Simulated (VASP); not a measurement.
# In4Ru (Pm-3m) in VASP: relaxation of cell and atoms with PBE

Aim: the relaxation of cell and atoms of In4Ru with PBE.

Everything below comes from runs of VASP 6.6.1. Logs are shortened: lines on timing, memory, paths and dates and some standing lists are left out, and cuts for length are marked.

### 1 The cell of the first run

Symmetry: Pm-3m, No. 221, cubic system. The conventional cell has a = 4.758 Å, b = 4.758 Å, c = 4.758 Å, α = 90.00°, β = 90.00°, γ = 90.00°. Within 3.1 Å of In (site symmetry m-3m) lie 6 In at 2.38 Å. Within 3.1 Å of In (site symmetry 4/mmm) lie 2 In at 2.38 Å. Within 4.4 Å of Ru (site symmetry m-3m) lie 20 In at 3.36 to 4.12 Å.

The cell was built from a structure type or drawn by symmetry, and may not be a known phase.

### 2 Relaxation of cell and atoms, PBE

INCAR

```
PREC = Accurate ; ENCUT = 600
EDIFF = 1E-6 ; ISMEAR = 0
SIGMA = 0.2 ; LREAL = F
LASPH = T ; NELM = 60
ALGO = Normal ; ISIF = 3
LWAVE = F ; LCHARG = F
GGA = PE ; IBRION = 2
NSW = 36 ; EDIFFG = -0.08
```

KPOINTS

```
Automatic mesh
0
Gamma
  4 4 4
```

POSCAR

```
In4Ru
1.0
    4.7582849800      0.0000000000      0.0000000000
    0.0000000000      4.7582849800      0.0000000000
    0.0000000000      0.0000000000      4.7582849800
In Ru
4 1
Direct
    0.5000000000      0.5000000000      0.5000000000
    0.0000000000      0.5000000000      0.5000000000
    0.5000000000      0.0000000000      0.5000000000
    0.5000000000      0.5000000000      0.0000000000
    0.0000000000      0.0000000000      0.0000000000
```

Potentials or basis: VASP PAW PBE potentials, release 64 (In_d, Ru_pv).

On the command line:

```console
$ cat potpaw_PBE.64/In_d/POTCAR potpaw_PBE.64/Ru_pv/POTCAR > POTCAR
$ mpirun -np 1 vasp_std > vasp.out
```

OUTCAR:

```text
PREC = Accurate
   ENCUT = 600
   EDIFF = 1E-6
   ISMEAR = 0
   LREAL = F
   LASPH = T
   NELM = 60
   ISIF = 3
   GGA = PE
   IBRION = 2
   NSW = 36
   EDIFFG = -0.08

 ion  position               nearest neighbor table
   1  0.500  0.500  0.500-   2 2.38   3 2.38   4 2.38   4 2.38   3 2.38   2 2.38
   2  0.000  0.500  0.500-   1 2.38   1 2.38   4 3.36   5 3.36   4 3.36   5 3.36   3 3.36   5 3.36
                             5 3.36   3 3.36   3 3.36   4 3.36   4 3.36   3 3.36
   3  0.500  0.000  0.500-   1 2.38   1 2.38   4 3.36   5 3.36   4 3.36   5 3.36   2 3.36   2 3.36
                             4 3.36   4 3.36   2 3.36   5 3.36   5 3.36   2 3.36
   4  0.500  0.500  0.000-   1 2.38   1 2.38   3 3.36   5 3.36   2 3.36   2 3.36   3 3.36   3 3.36
                             5 3.36   3 3.36   2 3.36   5 3.36   2 3.36   5 3.36
   5  0.000  0.000  0.000-   2 3.36   3 3.36   4 3.36   2 3.36   3 3.36   2 3.36   4 3.36   2 3.36
                             3 3.36   4 3.36   3 3.36   4 3.36

  LATTYP: Found a simple cubic cell.
 ALAT       =     4.7582849800

  Lattice vectors:

 A1 = (   4.7582849800,   0.0000000000,   0.0000000000)
 A2 = (   0.0000000000,   4.7582849800,   0.0000000000)
 A3 = (   0.0000000000,   0.0000000000,   4.7582849800)

Analysis of symmetry for initial positions (statically):
=====================================================================
 Subroutine PRICEL returns:
 Original cell was already a primitive cell.

 Routine SETGRP: Setting up the symmetry group for a
 simple cubic supercell.

 Subroutine GETGRP returns: Found 48 space group operations
 (whereof 48 operations were pure point group operations)
 out of a pool of 48 trial point group operations.

The static configuration has the point symmetry O_h .

Analysis of symmetry for dynamics (positions and initial velocities):
=====================================================================
 Subroutine PRICEL returns:
 Original cell was already a primitive cell.

 Routine SETGRP: Setting up the symmetry group for a
 simple cubic supercell.

 Subroutine GETGRP returns: Found 48 space group operations
 (whereof 48 operations were pure point group operations)
 out of a pool of 48 trial point group operations.

The dynamic configuration has the point symmetry O_h .

 Subroutine INISYM returns: Found 48 space group operations
 (whereof 48 operations are pure point group operations),
 and found     1 'primitive' translations

----------------------------------------------------------------------------------------

                                     Primitive cell

  volume of cell :     107.7336

  direct lattice vectors                    reciprocal lattice vectors
[... 73 lines left out ...]
   LNONCOLLINEAR =      F non collinear calculations
   LSORBIT =      F    spin-orbit coupling
   LASPH  =      T    aspherical Exc in radial PAW
   ENCUT  =  600.0 eV  44.10 Ry    6.64 a.u.   9.50  9.50  9.50*2*pi/ulx,y,z
   NELM   =     60;   NELMIN=  2; NELMDL= -5     # of ELM steps
   EDIFF  = 0.1E-05   stopping-criterion for ELM
   LREAL  =      F    real-space projection
   EDIFFG = -.8E-01   stopping-criterion for IOM
   NSW    =     36    number of steps for IOM
   IBRION =      2    ionic relax: 0-MD 1-quasi-New 2-CG
   NFREE  =      1    steps in history (QN), initial steepest desc. (CG)
   ISIF   =      3    stress and relaxation
   ISYM   =      2    0-nonsym 1-usesym 2-fastsym
   POTIM  = 0.5000    time-step for ionic-motion
   TEBEG  =    0.0;   TEEND  =   0.0 temperature during run
   PSTRESS=    0.0 pullay stress
   NELECT =      66.0000    total number of electrons
   NUPDOWN=      -1.0000    fix difference up-down
   EMIN   =  10.00;   EMAX   =-10.00  energy-range for DOS
   EFERMI =   0.00;   METHOD = LEGACY
   ISMEAR =     0;   SIGMA  =   0.20  broadening in eV -4-tet -1-fermi 0-gaus
   EFERMI_NEDOS =   21; number of points for ismear=-14 and -15
   IALGO  =     38    algorithm
   IMIX   =      4    mixing-type and parameters
     AMIX     =   0.40;   BMIX     =  1.00
     AMIX_MAG =   1.60;   BMIX_MAG =  1.00
  volume/ion in A,a.u.               =      21.55       145.40
  Fermi-wavevector in a.u.,A,eV,Ry     =   1.390398  2.627471 26.302860  1.933206
  Thomas-Fermi vector in A             =   2.514337
   LORBIT       =      0    0 simple, 1 ext, 2 COOP (PROOUT), +10 PAW based schemes
   GGA     = PE    functional components
   LHFCALC =     F    Hartree Fock is set to
   AEXX    =    0.0000 exact exchange contribution
   IVDW    =     0    specifies the selected vdW correction
   LEPSILON=     F    determine dielectric tensor
   LRPA    =     F    only Hartree local field effects (RPA)
 conjugate gradient relaxation of ions
 non-spin polarized calculation
 Gauss-broadening in eV      SIGMA  =   0.20
  energy-cutoff  :      600.00
  volume of cell :      107.73
 maximum number of plane-waves:      3695
 NGX is ok and might be reduce to    40
   NGX = 19   NGY = 19   NGZ = 19

--------------------------------------- Ionic step        1  -------------------------------------------

 number of electron      66.0000023 magnetization

 Free energy of the ion-electron system (eV)
  ---------------------------------------------------
  ext. energy  EPLUGINS =         0.00000000
  ---------------------------------------------------
  free energy    TOTEN  =        -9.21911770 eV

  energy without entropy =       -9.10432158  energy(sigma->0) =       -9.16171964

 E-fermi :   9.1270     XC(G=0): -11.0848

 val. band max:        9.1215748107   @ k =   0.5000   0.5000   0.2500
 cond. band min:       9.1617191017   @ k =   0.2500   0.2500   0.2500
 fundamental gap:      0.0401442910
 Fermi energy:         9.1270123200
[... 884 lines left out ...]
     38       7.3274      0.00000
     39       8.1934      0.00000

------------------------ aborting loop EDIFF was not reached (unconverged)  ----------------------------

  FORCE on cell =-STRESS in cart. coord.  units (eV):
  Direction    XX          YY          ZZ          XY          YZ          ZX
  --------------------------------------------------------------------------------------
  -------------------------------------------------------------------------------------
  Total       -7.0282004     -7.0282004     -7.0282004      0.0000000      0.0000000     -0.0000000
  in kB      -59.3084224    -59.3084224    -59.3084224      0.0000000      0.0000000     -0.0000000
  external PRESSURE =     -59.3084224 kB  Pullay stress =       0.0000000 kB
[... 65 lines left out ...]
--------------------------------------- Ionic step        4  -------------------------------------------

 number of electron      65.9999977 magnetization

 Free energy of the ion-electron system (eV)
  ---------------------------------------------------
  ext. energy  EPLUGINS =         0.00000000
  ---------------------------------------------------
  free energy    TOTEN  =       -12.64409860 eV

  energy without entropy =      -12.42103140  energy(sigma->0) =      -12.53256500

 E-fermi :   5.0025     XC(G=0):  -9.2517

 val. band max:        5.0012465178   @ k =   0.5000   0.5000   0.5000
 cond. band min:       5.0665793424   @ k =   0.5000   0.0000   0.0000
 fundamental gap:      0.0653328246
 Fermi energy:         5.0024657162
[... 450 lines left out ...]
  FREE ENERGIE OF THE ION-ELECTRON SYSTEM (eV)
  ---------------------------------------------------
  free  energy   TOTEN  =       -12.6440985952 eV

  energy  without entropy=      -12.4210314048  energy(sigma->0) =      -12.53256500

 reached required accuracy - stopping structural energy minimisation
```

OSZICAR:

```text
N       E                     dE             d eps       ncg     rms          rms(c)
DAV:   1     0.830505075734E+03    0.83051E+03   -0.34803E+04   780   0.268E+03
DAV:   2     0.841611512452E+02   -0.74634E+03   -0.73354E+03   780   0.649E+02
DAV:   3    -0.504384574597E+01   -0.89205E+02   -0.86203E+02   878   0.238E+02
[... 95 lines left out ...]
DAV:   5    -0.126443079181E+02    0.71658E-03   -0.95480E-03   997   0.720E-01    0.235E-01
DAV:   6    -0.126441482153E+02    0.15970E-03   -0.10849E-03   971   0.275E-01    0.122E-01
DAV:   7    -0.126441029960E+02    0.45219E-04   -0.13820E-04   993   0.647E-02    0.432E-02
DAV:   8    -0.126440992414E+02    0.37546E-05   -0.33668E-05  1027   0.599E-02    0.115E-02
DAV:   9    -0.126440985952E+02    0.64624E-06   -0.31936E-06   740   0.150E-02
   4 F= -.12644099E+02 E0= -.12532565E+02  d E =-.342498E+01
```

CONTCAR:

```text
In4Ru
   1.00000000000000
     5.4029360906399599   -0.0000000000000000   -0.0000000000000000
     0.0000000000000000    5.4029360906399599   -0.0000000000000000
    -0.0000000000000000    0.0000000000000000    5.4029360906399599
  In              Ru
     4     1
Direct
     0.5000000000000000    0.5000000000000000    0.5000000000000000
     0.0000000000000000    0.5000000000000000    0.5000000000000000
     0.5000000000000000    0.0000000000000000    0.5000000000000000
     0.5000000000000000    0.5000000000000000    0.0000000000000000
     0.0000000000000000    0.0000000000000000    0.0000000000000000

  0.00000000E+00  0.00000000E+00  0.00000000E+00
  0.00000000E+00  0.00000000E+00  0.00000000E+00
  0.00000000E+00  0.00000000E+00  0.00000000E+00
  0.00000000E+00  0.00000000E+00  0.00000000E+00
  0.00000000E+00  0.00000000E+00  0.00000000E+00
```

Run time: 2.5 min. Hardware: 1 thread of Intel Xeon 6975P-C (Granite Rapids), shared host; peak memory 0.26 GiB.

What came out:

```yaml
Free_energy: -12.6441 eV
Relaxed_volume: 31.54 Å³/atom
Relaxed_cell: a = 5.403 Å, b = 5.403 Å, c = 5.403 Å, α = 90.00°, β = 90.00°, γ = 90.00°
Space_group_after_relaxing_to_0.1_Å: Pm-3m (No. 221)
Energy_gained_by_relaxing: 685.0 meV/atom
Ionic_steps: 4
Pressure_after_relaxing: 0.1 GPa
Band_gap_on_the_k_mesh: zero (bands 33 and 34 overlap by 0.15 eV)
```

The path:
```csv
step,energy change (eV),largest force (eV/Å),pressure (GPa),volume (Å³)
1,0.0000,0.0000,32.04,107.73
2,-2.9318,0.0000,-5.93,189.86
3,-3.4216,0.0000,0.48,155.73
4,-3.4250,0.0000,0.05,157.72
```

Final structure:
```
In Ru
1.0
     5.40294    0.00000    0.00000
     0.00000    5.40294    0.00000
     0.00000    0.00000    5.40294
In Ru
4 1
Direct
  0.50000 0.50000 0.50000
  0.00000 0.50000 0.50000
  0.50000 0.00000 0.50000
  0.50000 0.50000 0.00000
  0.00000 0.00000 0.00000
```

Caveat: the volume moved by over 15 % at a fixed basis, so the end points are rough; spin-orbit coupling is left out, which moves the levels of the heavy elements.
